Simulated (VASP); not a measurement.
**ScAl3: single point with PBEsol**

Crystal: ScAl3.

```
Sc Al
1.0
    -2.03565    2.03565    4.36982
     2.03565   -2.03565    4.36982
     2.03565    2.03565   -4.36982
Sc Al
1 3
Direct
  0.00000 0.00000 0.00000
  0.75000 0.25000 0.50000
  0.25000 0.75000 0.50000
  0.50000 0.50000 0.00000
```

This cell differs from its parent crystal: strain +0.0200 x Voigt [1, 1, 0, 0, 0, 0].

| Item | Value |
| --- | --- |
| Program | VASP 6.6.1 |
| Task | single point |
| Functional | PBEsol |
| Potentials or basis | VASP PAW PBE potentials, release 64 (Sc_sv, Al) |
| Cutoff | 520 eV |
| k mesh | 16 × 16 × 16 |
| Occupations | gaussian, width 0.15 eV |
| Spin | no spin polarisation |

| Property | Result |
| --- | --- |
| Pressure | -3.2 GPa |
| Band gap on the k mesh | zero (bands 10 and 11 overlap by 1.90 eV) |

Stress tensor (GPa, compression positive):
```
-4.04  0.00  0.00
 0.00 -4.04  0.00
 0.00  0.00 -1.45
```

Levels at points of the mesh, in eV from the Fermi level:
```csv
k point,band 6,band 7,band 8,band 9,band 10,band 11,band 12,band 13,band 14,band 15
"(0.00, 0.00, 0.00)",-2.37,-2.09,-1.08,-1.08,-0.93,1.25,1.46,1.46,1.65,2.25
"(0.50, 0.00, 0.00)",-6.50,-3.11,-2.71,-0.78,0.38,1.06,1.71,2.48,2.57,3.30
"(0.50, 0.50, 0.00)",-4.95,-4.29,-3.38,-2.45,-1.85,-0.45,2.40,2.84,2.84,3.04
"(0.50, 0.50, 0.50)",-6.95,-1.88,-1.08,-1.08,0.17,1.43,1.43,1.85,3.53,4.57
```

It took 17 min on 1 thread of Oxide Virtual Turin-like Processor, with other jobs on the host, peak memory 0.54 GiB.

Caveat: the cell differs from its parent crystal (strain +0.0200 x Voigt [1, 1, 0, 0, 0, 0]); the cell stands under tension; the PAW data sets were made with another functional, which shifts forces and pressure a little.
